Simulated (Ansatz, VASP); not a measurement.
**Two plane-wave programs on Be2S3**

```
Be S
1.0
     2.43500   -2.43500    0.00000
     2.43500    2.43500    0.00000
    -1.39604    0.00000    6.29711
Be S
2 3
Direct
  0.44500 0.94500 0.81000
  0.05500 0.55500 0.19000
  0.39000 0.39000 0.61900
  0.61000 0.61000 0.38100
  0.00000 0.00000 0.00000
```

Alike in both runs: task relaxation of cell and atoms; functional PBE; k mesh 5 × 5 × 3; occupations gaussian, width 0.2 eV; no spin polarisation.

```csv
,VASP,Ansatz
version,VASP 6.6.1,Ansatz 0.2.0
potentials or method,"VASP PAW PBE potentials, release 64 (Be, S), cutoff 600 eV","scalar-relativistic, plane waves, PAW"
valence electrons in the cell,22,22
```

Ansatz gave:

* gap on the k mesh at the Fermi level, each at its own relaxed structure (eV): 1.76
* relaxed volume (Å³/atom): 16.01
* relaxed length of the cell vector where the two differ most in proportion (Å): 3.519

Q: Which values does VASP return?

A: gap on the k mesh at the Fermi level, each at its own relaxed structure (eV): 1.85; relaxed volume (Å³/atom): 15.91; relaxed length of the cell vector where the two differ most in proportion (Å): 3.512.
